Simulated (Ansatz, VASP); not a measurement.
# K3ScSi: VASP beside Ansatz

File INCAR:

```
  PREC = Accurate
  ENCUT = 520
  EDIFF = 1E-6
  ISMEAR = 0
  SIGMA = 0.1
  LREAL = F
  LASPH = T
  NELM = 80
  ALGO = Normal
  ISIF = 2
  LWAVE = F
  LCHARG = F
  GGA = PE
  NBANDS = 29
```

The input KPOINTS:

```
Automatic mesh
0
Gamma
  4 4 4
```

File POSCAR:

```
K3ScSi
1.0
    5.1156397500      0.0000000000      0.0000000000
    0.0000000000      5.1156397500      0.0000000000
    0.0000000000      0.0000000000      5.1156397500
K Sc Si
3 1 1
Direct
    0.0000000000      0.5000000000      0.5000000000
    0.5000000000      0.0000000000      0.5000000000
    0.5000000000      0.5000000000      0.0000000000
    0.0000000000      0.0000000000      0.0000000000
    0.5000000000      0.5000000000      0.5000000000
```

Input for Ansatz:

```yaml
crystal:
  lattice:
    - [5.11563975, 0.0, 0.0]
    - [0.0, 5.11563975, 0.0]
    - [0.0, 0.0, 5.11563975]
  atoms:
    - { symbol: K, position: [0.0, 0.5, 0.5] }
    - { symbol: K, position: [0.5, 0.0, 0.5] }
    - { symbol: K, position: [0.5, 0.5, 0.0] }
    - { symbol: Sc, position: [0.0, 0.0, 0.0] }
    - { symbol: Si, position: [0.5, 0.5, 0.5] }
basis:
  ecutwfc: 420
kpoints:
  mp_grid: { grid: [4, 4, 4] }
hamiltonian:
  xc: pbe
scf:
  occupations: { method: gaussian, width: 0.1 }
  lower_state_search: "off"
output:
  forces: true
  stress: true
  eigenvalues: true
```

Change from the starting cell: species swapped into the ScRh3C type (Pm-3m, No. 221).

Alike in both runs: task single point; functional PBE; k mesh 4 × 4 × 4; occupations gaussian, width 0.1 eV; no spin polarisation.

```csv
,VASP,Ansatz
version,VASP 6.6.1,Ansatz 0.2.0
potentials or method,"VASP PAW PBE potentials, release 64 (K_sv, Sc_sv, Si), cutoff 520 eV","scalar-relativistic, plane waves, PAW"
valence electrons in the cell,42,42
```

Ansatz gave:

| Item | Value |
| --- | --- |
| gap on the k mesh at the Fermi level (eV) | none |
| pressure (GPa) | 20.7 |

**Question.** What did VASP give for the same quantities?

**Answer.** gap on the k mesh at the Fermi level (eV): none; pressure (GPa): 20.9.

A gap of «none» marks a metal or a gap that the smearing closes. With one functional, cell and mesh, what is left measures potentials, basis and numerics.
